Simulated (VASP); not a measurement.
# GaN (F-43m) in VASP: notebook, part 2 of 2

VASP 6.6.1. Earlier steps stand in the parts before.

### 3 Vibrations by perturbation theory, LDA

This run uses another cell than the first one, of 11.05 Å³/atom, 1.064 times its volume.

Contents of INCAR:

```
ALGO = Normal
EDIFF = 1E-8
ENCUT = 520
GGA = CA
IBRION = 8
ISIF = 2
ISMEAR = 0
LASPH = T
LCHARG = F
LEPSILON = T
LREAL = F
LWAVE = F
NBANDS = 16
NELM = 100
NSW = 1
PREC = Accurate
SIGMA = 0.01
```

Contents of KPOINTS:

```
k-points
0
Gamma
  10 10 10
```

Contents of POSCAR:

```
GaN
1.0
    0.0000000000      2.2275000000      2.2275000000
    2.2275000000      0.0000000000      2.2275000000
    2.2275000000      2.2275000000      0.0000000000
Ga N
1 1
Direct
    0.0000000000      0.0000000000      0.0000000000
    0.2500000000      0.2500000000      0.2500000000
```

Potentials or basis: VASP PAW LDA potentials, release 64 (Ga_d, N).

Command:

```
$ cat potpaw_LDA.64/Ga_d/POTCAR potpaw_LDA.64/N/POTCAR > POTCAR
$ mpirun -np 1 vasp_std > vasp.out
```

OUTCAR:

```text
EDIFF = 1E-8
   ENCUT = 520
   GGA = CA
   IBRION = 8
   ISIF = 2
   ISMEAR = 0
   LASPH = T
   LEPSILON = T
   LREAL = F
   NELM = 100
   NSW = 1
   PREC = Accurate

 ion  position               nearest neighbor table
   1  0.000  0.000  0.000-   2 1.93   2 1.93   2 1.93   2 1.93
   2  0.250  0.250  0.250-   1 1.93   1 1.93   1 1.93   1 1.93

  LATTYP: Found a face centered cubic cell.
 ALAT       =     4.4550000000

  Lattice vectors:

 A1 = (   0.0000000000,   2.2275000000,   2.2275000000)
 A2 = (   2.2275000000,   0.0000000000,   2.2275000000)
 A3 = (   2.2275000000,   2.2275000000,   0.0000000000)

Analysis of symmetry for initial positions (statically):
=====================================================================
 Subroutine PRICEL returns:
 Original cell was already a primitive cell.

 Routine SETGRP: Setting up the symmetry group for a
 face centered cubic supercell.

 Subroutine GETGRP returns: Found 24 space group operations
 (whereof 24 operations were pure point group operations)
 out of a pool of 48 trial point group operations.

The static configuration has the point symmetry T_d .

Analysis of symmetry for dynamics (positions and initial velocities):
=====================================================================
 Subroutine PRICEL returns:
 Original cell was already a primitive cell.

 Routine SETGRP: Setting up the symmetry group for a
 face centered cubic supercell.

 Subroutine GETGRP returns: Found 24 space group operations
 (whereof 24 operations were pure point group operations)
 out of a pool of 48 trial point group operations.

The dynamic configuration has the point symmetry T_d .

 Subroutine INISYM returns: Found 24 space group operations
 (whereof 24 operations are pure point group operations),
 and found     1 'primitive' translations

----------------------------------------------------------------------------------------

                                     Primitive cell

  volume of cell :      22.1046

  direct lattice vectors                    reciprocal lattice vectors
     0.000000000  2.227500000  2.227500000    -0.224466891  0.224466891  0.224466891
     2.227500000  0.000000000  2.227500000     0.224466891 -0.224466891  0.224466891
     2.227500000  2.227500000  0.000000000     0.224466891  0.224466891 -0.224466891

  length of vectors
     3.150160710  3.150160710  3.150160710     0.388788060  0.388788060  0.388788060

  position of ions in fractional coordinates (direct lattice)
     0.000000000  0.000000000  0.000000000
     0.250000000  0.250000000  0.250000000

  ion indices of the primitive-cell ions
[... 643 lines left out ...]
 -----------------------------------------------------------------------------
    -0.00083 -1.01222  0.00000
    -1.01222 -0.00083  0.00000
     0.00000  0.00000  0.00087

--------------------------------------- Ionic step        4  -------------------------------------------

------------------------ aborting loop because EDIFF is reached ----------------------------------------

[... ionic steps 5 to 6 ...]

--------------------------------------- Ionic step        7  -------------------------------------------

 Free energy of the ion-electron system (eV)
  ---------------------------------------------------
  ---------------------------------------------------
  free energy    TOTEN  =        -0.22948171 eV

  energy without entropy =       -0.22948171

------------------------ aborting loop because EDIFF is reached ----------------------------------------

 INTERNAL STRAIN TENSOR  FOR ION    2  DIRECTION 1   (eV/Angst):
 -----------------------------------------------------------------------------
     0.00348  0.00000  0.00000
     0.00000 -0.00542 -9.43617
     0.00000 -9.43617 -0.00542

 MACROSCOPIC STATIC DIELECTRIC TENSOR (including local field effects in DFT)
 ------------------------------------------------------
           5.754953     0.000000     0.000000
          -0.000000     5.754953     0.000000
          -0.000000     0.000000     5.754953
 ------------------------------------------------------

 PIEZOELECTRIC TENSOR (including local field effects)  for field in x, y, z        (e  Angst)
          XX          YY          ZZ          XY          YZ          ZX
  --------------------------------------------------------------------------------
  x    -0.00000     0.00000     0.00000     0.00000    -1.39812     0.00000
  y     0.00000    -0.00000    -0.00000     0.00000     0.00000    -1.39812
  z    -0.00000    -0.00000    -0.00000    -1.39812     0.00000     0.00000

 PIEZOELECTRIC TENSOR (including local field effects)  for field in x, y, z        (C/m^2)
          XX          YY          ZZ          XY          YZ          ZX
  --------------------------------------------------------------------------------
  x    -0.00000     0.00000     0.00000     0.00000    -1.01338     0.00000
  y     0.00000    -0.00000    -0.00000     0.00000     0.00000    -1.01338
  z    -0.00000    -0.00000    -0.00000    -1.01338     0.00000     0.00000

 BORN EFFECTIVE CHARGES (including local field effects) (in |e|, cummulative output)
 ---------------------------------------------------------------------------------
 ion    1
    1     2.62558     0.00000     0.00000
    2     0.00000     2.62558     0.00000
    3     0.00000     0.00000     2.62558
 ion    2
    1    -2.62558     0.00000     0.00000
    2     0.00000    -2.62558     0.00000
    3     0.00000     0.00000    -2.62558

 INTERNAL STRAIN TENSOR FOR ION    2 for displacements in x,y,z  (eV/Angst):
          X           Y           Z          XY          YZ          ZX
  --------------------------------------------------------------------------------
  x     0.00000    -0.00000    -0.00000     0.00000    -9.43617     0.00000
  y    -0.00000     0.00000    -0.00000     0.00000     0.00000    -9.43617
  z    -0.00000    -0.00000     0.00000    -9.43617     0.00000     0.00000

 SECOND DERIVATIVES (NOT SYMMETRIZED)
 ------------------------------------
               1X          1Y          1Z          2X          2Y          2Z
  1X   -13.376486    0.000000    0.000000   13.376486    0.000000    0.000000
  1Y     0.000000  -13.376486    0.000000    0.000000   13.376486    0.000000
  1Z     0.000000    0.000000  -13.376486    0.000000    0.000000   13.376486
  2X    13.344328    0.000000    0.000000  -13.344328    0.000000    0.000000
  2Y     0.000000   13.344328    0.000000    0.000000  -13.344328    0.000000
  2Z     0.000000    0.000000   13.344328    0.000000    0.000000  -13.344328

 Eigenvectors and eigenvalues of the dynamical matrix
 ----------------------------------------------------

   1 f  =   16.728000 THz   105.105127 2PiTHz  557.986034 cm-1    69.181420 meV
             X         Y         Z           dx          dy          dz
      0.000000  0.000000  0.000000     0.000000    0.409345   -0.000000
      1.113750  1.113750  1.113750    -0.000000   -0.912380   -0.000000
[... 21 lines left out ...]
   6 f/i=    0.007519 THz     0.047242 2PiTHz    0.250800 cm-1     0.031095 meV
             X         Y         Z           dx          dy          dz
      0.000000  0.000000  0.000000     0.331867   -0.805835    0.270057
      1.113750  1.113750  1.113750     0.148894   -0.361543    0.121163

--------------------------------------------------------------------------------------------------------

 MACROSCOPIC STATIC DIELECTRIC TENSOR IONIC CONTRIBUTION
 ------------------------------------------------------
           4.223910     0.000000     0.000000
           0.000000     4.223910     0.000000
           0.000000     0.000000     4.223910
 ------------------------------------------------------

 ELASTIC MODULI CONTR FROM IONIC RELAXATION (kBar)
 Direction    XX          YY          ZZ          XY          YZ          ZX
 --------------------------------------------------------------------------------
 XX          -0.0000      0.0000     -0.0000      0.0000     -0.0000     -0.0000
 YY           0.0000     -0.0000      0.0000      0.0000     -0.0000      0.0000
 ZZ          -0.0000      0.0000     -0.0000     -0.0000     -0.0000     -0.0000
 XY           0.0000      0.0000     -0.0000   -450.5125      0.0000      0.0000
 YZ          -0.0000     -0.0000     -0.0000      0.0000   -450.5125      0.0000
 ZX          -0.0000      0.0000     -0.0000      0.0000      0.0000   -450.5125
 --------------------------------------------------------------------------------

 PIEZOELECTRIC TENSOR IONIC CONTR  for field in x, y, z        (C/m^2)
          XX          YY          ZZ          XY          YZ          ZX
  --------------------------------------------------------------------------------
  x     0.00000     0.00000     0.00000     0.00000     1.29803     0.00000
  y     0.00000    -0.00000     0.00000     0.00000     0.00000     1.29803
  z    -0.00000    -0.00000     0.00000     1.29803     0.00000     0.00000
```

Wall time 6.3 min (1 thread of Intel Xeon 8259CL, shared host); peak memory 0.26 GiB.

Results:

```
Electronic dielectric tensor (diagonal)                 : 5.75
Born charges (mean of the diagonal)                     : Ga +2.63; N -2.63 e
Highest phonon frequency at Γ, LO-TO splitting left out : 558 cm⁻¹
```

Phonon frequencies in cm⁻¹ (negative: imaginary):
```
              q point        frequencies
(0.000, 0.000, 0.000)  0 0 0 558 558 558
```

Electronic dielectric tensor:
```
5.75 0.00 0.00
0.00 5.75 0.00
0.00 0.00 5.75
```

Born effective charge tensors (e):
atom 1, Ga
```
2.63 0.00 0.00
0.00 2.63 0.00
0.00 0.00 2.63
```
atom 2, N
```
-2.63  0.00  0.00
 0.00 -2.63  0.00
 0.00  0.00 -2.63
```

Caveat: the cell wasn't relaxed at this level first, which shifts response properties.
